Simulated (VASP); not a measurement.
Runs of VASP 6.6.1 on Ti. The structure is that of space group P6_3/mmc (No. 194), or close to it. The cells are those of the table. 

| cell | gap on the mesh (eV) | pressure (GPa) |
| --- | --- | --- |
| a = 2.773, b = 2.773, c = 4.686 Å, angles 90.0, 90.0, 120.0°, 2 atoms | none | (a) |
| a = 3.127, b = 3.127, c = 4.686 Å, angles 90.0, 90.0, 120.0°, 2 atoms | none | -11.5 |
| a = 2.817, b = 2.817, c = 4.686 Å, angles 90.0, 90.0, 120.0°, 2 atoms | none | (c) |
| a = 3.038, b = 3.038, c = 4.686 Å, angles 90.0, 90.0, 120.0°, 2 atoms | none | (b) |
| a = 3.083, b = 3.083, c = 4.686 Å, angles 90.0, 90.0, 120.0°, 2 atoms | none | -9.6 |
| a = 2.906, b = 2.906, c = 4.686 Å, angles 90.0, 90.0, 120.0°, 2 atoms | none | 1.4 |
| a = 2.994, b = 2.994, c = 4.686 Å, angles 90.0, 90.0, 120.0°, 2 atoms | none | -4.9 |
| a = 3.105, b = 3.105, c = 4.686 Å, angles 90.0, 90.0, 120.0°, 2 atoms | none | -10.6 |

Alike in all rows: task single point; level PBE; potentials or basis VASP PAW PBE potentials, release 64 (Ti_sv); no spin polarisation; k mesh 18 × 18 × 10; cutoff (eV) 520; smearing gaussian 0.15 eV.

Task: Estimate the missing entries.

Result: (a) 14.1; (b) -7.5; (c) 9.3.

A gap of «none» marks levels without a gap at the run's occupations.
